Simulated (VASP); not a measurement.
# NiO (Fm-3m) in VASP: single point with PBE

Aim: the single point of NiO with PBE.

Program: VASP 6.6.1. These are calculated values, not measurements. Logs are shortened: lines on timing, memory, paths and dates and some standing lists are left out, and cuts for length are marked.

**The experiment to reproduce.**

From “Local correlations, non-local screening, multiplets, and band formation in NiO”, 2012, arxiv:1210.6675, for a bulk crystal of NiO: band gap 4.3 eV.

The runs below are set against these values where they give the same quantity.

### Step 1. The cell of the first run

The structure is cubic, space group Fm-3m (No. 225). Conventional cell: a = 4.216 Å, b = 4.216 Å, c = 4.216 Å, α = 90.00°, β = 90.00°, γ = 90.00°. Within 2.8 Å of Ni (site symmetry m-3m) lie 6 O at 2.11 Å. O (site symmetry m-3m) has 6 Ni at 2.11 Å within 2.8 Å.

### Step 2. Single point, PBE, collinear spin, ferromagnetic start

INCAR reads:

```
PREC     = Accurate       # precision mode
ENCUT    = 520            # plane-wave cutoff, eV
EDIFF    = 1E-7           # SCF threshold, eV
ISMEAR   = 0              # smearing method
SIGMA    = 0.1            # smearing width, eV
LREAL    = False          # projectors in reciprocal space
LASPH    = True           # aspherical terms in the spheres
NELM     = 150            # most SCF steps
ALGO     = Normal         # electronic algorithm
ISIF     = 2              # what is computed and relaxed
LWAVE    = False          # write WAVECAR
LCHARG   = False          # write CHGCAR
ISPIN    = 2              # spin polarisation
MAGMOM   = 1.6 0.32       # initial moments
LORBIT   = 11             # projections on sites
LMAXMIX  = 4              # l up to which the mixer works
GGA      = PE             # functional
NBANDS   = 19             # bands
```

KPOINTS reads:

```
regular mesh
0
Gamma
  18 18 18
```

POSCAR reads:

```
NiO
1.0
    0.0000000000      2.1081762213      2.1081762213
    2.1081762213      0.0000000000      2.1081762213
    2.1081762213      2.1081762213      0.0000000000
Ni O
1 1
Direct
    0.0000000000      0.0000000000      0.0000000000
    0.5000000000      0.5000000000      0.5000000000
```

Potentials or basis: VASP PAW PBE potentials, release 64 (Ni, O).

Started as:

```
$ cat potpaw_PBE.64/Ni/POTCAR potpaw_PBE.64/O/POTCAR > POTCAR
$ mpirun -np 1 vasp_std > vasp.out
```

OUTCAR:

```text
PREC = Accurate
   ENCUT = 520
   EDIFF = 1E-7
   ISMEAR = 0
   LREAL = False
   LASPH = True
   NELM = 150
   ISIF = 2
   ISPIN = 2
   LORBIT = 11
   GGA = PE

 ion  position               nearest neighbor table
   1  0.000  0.000  0.000-   2 2.11   2 2.11   2 2.11   2 2.11   2 2.11   2 2.11
   2  0.500  0.500  0.500-   1 2.11   1 2.11   1 2.11   1 2.11   1 2.11   1 2.11

  LATTYP: Found a face centered cubic cell.
 ALAT       =     4.2163524426

  Lattice vectors:

 A1 = (   0.0000000000,   2.1081762213,   2.1081762213)
 A2 = (   2.1081762213,   0.0000000000,   2.1081762213)
 A3 = (   2.1081762213,   2.1081762213,   0.0000000000)

Analysis of symmetry for initial positions (statically):
=====================================================================
 Subroutine PRICEL returns:
 Original cell was already a primitive cell.

 Routine SETGRP: Setting up the symmetry group for a
 face centered cubic supercell.

 Subroutine GETGRP returns: Found 48 space group operations
 (whereof 48 operations were pure point group operations)
 out of a pool of 48 trial point group operations.

The static configuration has the point symmetry O_h .

Analysis of symmetry for dynamics (positions and initial velocities):
=====================================================================
 Subroutine PRICEL returns:
 Original cell was already a primitive cell.

 Routine SETGRP: Setting up the symmetry group for a
 face centered cubic supercell.

 Subroutine GETGRP returns: Found 48 space group operations
 (whereof 48 operations were pure point group operations)
 out of a pool of 48 trial point group operations.

The dynamic configuration has the point symmetry O_h .

Analysis of structural, dynamic, and magnetic symmetry:
=====================================================================
 Subroutine PRICEL returns:
 Original cell was already a primitive cell.

 Routine SETGRP: Setting up the symmetry group for a
 face centered cubic supercell.

 Subroutine GETGRP returns: Found 48 space group operations
 (whereof 48 operations were pure point group operations)
 out of a pool of 48 trial point group operations.

The overall configuration has the point symmetry O_h .

 Subroutine INISYM returns: Found 48 space group operations
 (whereof 48 operations are pure point group operations),
 and found     1 'primitive' translations

----------------------------------------------------------------------------------------

                                     Primitive cell

  volume of cell :      18.7392

  direct lattice vectors                    reciprocal lattice vectors
     0.000000000  2.108176221  2.108176221    -0.237171824  0.237171824  0.237171824
     2.108176221  0.000000000  2.108176221     0.237171824 -0.237171824  0.237171824
     2.108176221  2.108176221  0.000000000     0.237171824  0.237171824 -0.237171824

  length of vectors
     2.981411404  2.981411404  2.981411404     0.410793650  0.410793650  0.410793650

  position of ions in fractional coordinates (direct lattice)
     0.000000000  0.000000000  0.000000000
     0.500000000  0.500000000  0.500000000

  ion indices of the primitive-cell ions
   primitive index   ion index
                 1           1
                 2           2

----------------------------------------------------------------------------------------

 KPOINTS: regular mesh

Automatic generation of k-mesh.
 Grid dimensions read from file:
 generate k-points for:   18   18   18

 Generating k-lattice:

  Cartesian coordinates                     Fractional coordinates (reciprocal lattice)
    -0.013176212  0.013176212  0.013176212     0.055555556  0.000000000  0.000000000
     0.013176212 -0.013176212  0.013176212     0.000000000  0.055555556  0.000000000
     0.013176212  0.013176212 -0.013176212     0.000000000  0.000000000  0.055555556

  Length of vectors
     0.022821869  0.022821869  0.022821869

  Shift w.r.t. Gamma in fractional coordinates (k-lattice)
     0.000000000  0.000000000  0.000000000

 Subroutine IBZKPT returns following result:
 ===========================================

 Found    195 irreducible k-points:

 Following reciprocal coordinates:
            Coordinates               Weight
  0.000000  0.000000  0.000000      1.000000
  0.055556  0.000000  0.000000      8.000000
  0.111111  0.000000  0.000000      8.000000
  0.166667  0.000000  0.000000      8.000000
  0.222222  0.000000  0.000000      8.000000
  0.277778  0.000000  0.000000      8.000000
[... 16 lines left out ...]
 -0.277778  0.055556  0.000000     24.000000
 -0.222222  0.055556  0.000000     24.000000
 [... further k-points ...]
   k-points           NKPTS =    195   k-points in BZ     NKDIM =    195   number of bands    NBANDS=     19
   number of dos      NEDOS =    301   number of ions     NIONS =      2
   total plane-waves  NPLWV =  13824
   dimension x,y,z NGX =    24 NGY =   24 NGZ =   24
   dimension x,y,z NGXF=    48 NGYF=   48 NGZF=   48
   ions per type =               1   1
   NGX,Y,Z   is equivalent  to a cutoff of  13.38, 13.38, 13.38 a.u.
   NGXF,Y,Z  is equivalent  to a cutoff of  26.77, 26.77, 26.77 a.u.
 SYSTEM =  unknown system
   PREC   = accura    normal or accurate (medium, high low for compatibility)
   ISTART =      0    job   : 0-new  1-cont  2-samecut
   ICHARG =      2    charge: 1-file 2-atom 10-const
   ISPIN  =      2    spin polarized calculation?
   LNONCOLLINEAR =      F non collinear calculations
   LSORBIT =      F    spin-orbit coupling
   LASPH  =      T    aspherical Exc in radial PAW
   ENCUT  =  520.0 eV  38.22 Ry    6.18 a.u.   5.54  5.54  5.54*2*pi/ulx,y,z
   NELM   =    150;   NELMIN=  2; NELMDL= -5     # of ELM steps
   EDIFF  = 0.1E-06   stopping-criterion for ELM
   LREAL  =      F    real-space projection
   EDIFFG = 0.1E-05   stopping-criterion for IOM
   NSW    =      0    number of steps for IOM
   IBRION =     -1    ionic relax: 0-MD 1-quasi-New 2-CG
   NFREE  =      0    steps in history (QN), initial steepest desc. (CG)
   ISIF   =      2    stress and relaxation
   ISYM   =      2    0-nonsym 1-usesym 2-fastsym
   POTIM  = 0.5000    time-step for ionic-motion
   TEBEG  =    0.0;   TEEND  =   0.0 temperature during run
   PSTRESS=    0.0 pullay stress
   NELECT =      16.0000    total number of electrons
   NUPDOWN=      -1.0000    fix difference up-down
   EMIN   =  10.00;   EMAX   =-10.00  energy-range for DOS
   EFERMI =   0.00;   METHOD = LEGACY
   ISMEAR =     0;   SIGMA  =   0.10  broadening in eV -4-tet -1-fermi 0-gaus
   EFERMI_NEDOS =   21; number of points for ismear=-14 and -15
   IALGO  =     38    algorithm
   IMIX   =      4    mixing-type and parameters
     AMIX     =   0.40;   BMIX     =  1.00
     AMIX_MAG =   1.60;   BMIX_MAG =  1.00
  volume/ion in A,a.u.               =       9.37        63.23
  Fermi-wavevector in a.u.,A,eV,Ry     =   1.553095  2.934923 32.818652  2.412103
  Thomas-Fermi vector in A             =   2.657375
   LORBIT       =     11    0 simple, 1 ext, 2 COOP (PROOUT), +10 PAW based schemes
   GGA     = PE    functional components
   LHFCALC =     F    Hartree Fock is set to
   AEXX    =    0.0000 exact exchange contribution
   IVDW    =     0    specifies the selected vdW correction
   LEPSILON=     F    determine dielectric tensor
   LRPA    =     F    only Hartree local field effects (RPA)
 spin polarized calculation
 Gauss-broadening in eV      SIGMA  =   0.10
  energy-cutoff  :      520.00
  volume of cell :       18.74
 maximum number of plane-waves:       531
 NGX is ok and might be reduce to    24
   NGX = 11   NGY = 11   NGZ = 11

 number of electron      16.0000014 magnetization       1.7694019

 Free energy of the ion-electron system (eV)
  ---------------------------------------------------
  ext. energy  EPLUGINS =         0.00000000
  ---------------------------------------------------
  free energy    TOTEN  =       -11.48190343 eV

  energy without entropy =      -11.47593087  energy(sigma->0) =      -11.47891715

 E-fermi :   7.4806     XC(G=0): -12.5135

 val. band max:        7.4799676428   @ k =   0.1667   0.0556   0.0000
 cond. band min:       7.4841133541   @ k =  -0.3889   0.1667   0.0556
 fundamental gap:      0.0041457113
 Fermi energy:         7.4806137802

 spin component 1

 k-point     1 :       0.0000    0.0000    0.0000
  band No.  band energies     occupation
      1     -12.6123      1.00000
      2       4.3751      1.00000
      3       4.3752      1.00000
      4       4.6122      1.00000
      5       4.6122      1.00000
      6       4.6122      1.00000
[... 11 lines left out ...]
     18      33.0489      0.00000
     19      33.0489      0.00000
[... 485 lines left out ...]
 k-point    24 :      -0.2222    0.0556    0.0000
  band No.  band energies     occupation
      1     -12.0329      1.00000
      2       1.5663      1.00000
      3       2.4585      1.00000
      4       2.7677      1.00000
      5       5.0953      1.00000
      6       5.1412      1.00000
[... 11 lines left out ...]
     18      37.2157      0.00000
     19      38.2682      0.00000

 [... further k-points ...]

 spin component 2

 k-point     1 :       0.0000    0.0000    0.0000
  band No.  band energies     occupation
      1     -12.1684      1.00000
      2       5.1228      1.00000
      3       5.1228      1.00000
      4       5.1228      1.00000
      5       5.7057      1.00000
      6       5.7059      1.00000
[... 11 lines left out ...]
     18      33.6458      0.00000
     19      33.6460      0.00000
[... 485 lines left out ...]
 k-point    24 :      -0.2222    0.0556    0.0000
  band No.  band energies     occupation
      1     -11.5699      1.00000
      2       2.0459      1.00000
      3       3.6444      1.00000
      4       3.7287      1.00000
      5       6.0525      1.00000
      6       6.2595      1.00000
[... 11 lines left out ...]
     18      37.7453      0.00000
     19      38.8668      0.00000

 [... further k-points ...]

------------------------ aborting loop because EDIFF is reached ----------------------------------------

  FORCE on cell =-STRESS in cart. coord.  units (eV):
  Direction    XX          YY          ZZ          XY          YZ          ZX
  --------------------------------------------------------------------------------------
  -------------------------------------------------------------------------------------
  Total       -0.0462861     -0.0462861     -0.0462861      0.0000000      0.0000000      0.0000000
  in kB       -3.9574059     -3.9574059     -3.9574059      0.0000000      0.0000000      0.0000000
  external PRESSURE =      -3.9574059 kB  Pullay stress =       0.0000000 kB

 VOLUME and BASIS-vectors are now :
 -----------------------------------------------------------------------------
  energy-cutoff  :      520.00
  volume of cell :       18.74
      direct lattice vectors                 reciprocal lattice vectors
     0.000000000  2.108176221  2.108176221    -0.237171824  0.237171824  0.237171824
     2.108176221  0.000000000  2.108176221     0.237171824 -0.237171824  0.237171824
     2.108176221  2.108176221  0.000000000     0.237171824  0.237171824 -0.237171824

 POSITION                                       TOTAL-FORCE (eV/Angst)
 -----------------------------------------------------------------------------------
      0.00000      0.00000      0.00000        -0.000000     -0.000000     -0.000000
      2.10818      2.10818      2.10818         0.000000      0.000000      0.000000
 -----------------------------------------------------------------------------------
    total drift:                                0.000000     -0.000000     -0.000000

  FREE ENERGIE OF THE ION-ELECTRON SYSTEM (eV)
  ---------------------------------------------------
  free  energy   TOTEN  =       -11.4819034349 eV

  energy  without entropy=      -11.4759308690  energy(sigma->0) =      -11.47891715

 total charge

# of ion       s       p       d       tot
------------------------------------------
    1        0.323   0.383   8.227   8.934
    2        1.557   3.409   0.000   4.966
--------------------------------------------------
tot          1.880   3.793   8.227  13.900

 magnetization (x)

# of ion       s       p       d       tot
------------------------------------------
    1        0.011   0.015   1.428   1.454
    2        0.027   0.243   0.000   0.270
--------------------------------------------------
tot          0.038   0.258   1.428   1.725
```

Run time: 2.9 min. Hardware: 1 thread of Intel Xeon 8259CL, shared host; peak memory 0.24 GiB.

Results:

| Property | Result |
| --- | --- |
| Free energy | -11.4819 eV |
| Pressure | -0.4 GPa |
| Net moment | 1.77 μB per cell |
| Site moments | Ni +1.45; O +0.27 μB |
| Valence electrons inside the program's atomic spheres | Ni 8.93; O 4.97 |

Caveat: a cell with one magnetic atom can't hold antiferromagnetic order, which such compounds often take; semilocal functionals often make such compounds metallic where correlation or magnetic order opens a gap, which also shifts bond lengths.

### Step 3. Against experiment

Step 2. Against the measured gap of NiO, 4.3 eV (quoted in “Local correlations, non-local screening, multiplets, and band formation in NiO”, 2012, arxiv:1210.6675), the calculated 0.00 eV is off by -4.30 eV. So large a miss can be the level of theory's own, or it may mean another phase, state or a wrong row. The value is that of PBE on a finite k mesh, which can miss the band edges, without temperature or zero-point motion. Semilocal functionals fall short of measured gaps as a rule. The run's magnetic order (collinear spin, ferromagnetic start) needn't be the measured crystal's.
